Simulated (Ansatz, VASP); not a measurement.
B: VASP beside Ansatz

```xyz
8
Lattice="4.0099 0.0000 0.0000 0.0000 4.0099 0.0000 0.0000 0.0000 4.8555" Properties=species:S:1:pos:R:3 pbc="T T T"
B     3.1727    2.0049    0.9216
B     2.0049    3.1727    3.3493
B     2.0049    0.8372    3.3493
B     3.1727    2.0049    3.9339
B     0.8372    2.0049    3.9339
B     0.8372    2.0049    0.9216
B     2.0049    3.1727    1.5061
B     2.0049    0.8372    1.5061
```

Alike in both runs: functional PBE; k mesh 4 × 4 × 4; occupations gaussian, width 0.1 eV; no spin polarisation.

Ansatz relaxed the structure, and its values are those at the end. VASP's run is a single point on that final structure, the one shown.

|  | VASP | Ansatz |
| --- | --- | --- |
| version | VASP 6.6.1 | Ansatz 0.2.0 |
| potentials or method | VASP PAW PBE potentials, release 64 (B), cutoff 520 eV | scalar-relativistic, plane waves, PAW |
| valence electrons in the cell | 24 | 24 |

|  | VASP | Ansatz | Ansatz less VASP |
| --- | --- | --- | --- |
| gap on the k mesh at the Fermi level (eV) | none | none | - |
| pressure (GPa) | 0.0 | 0.0 | +0.03 |

A gap of «none» marks a metal or a gap that the smearing closes.

The k mesh is coarse, so the values compare programs but aren't converged.
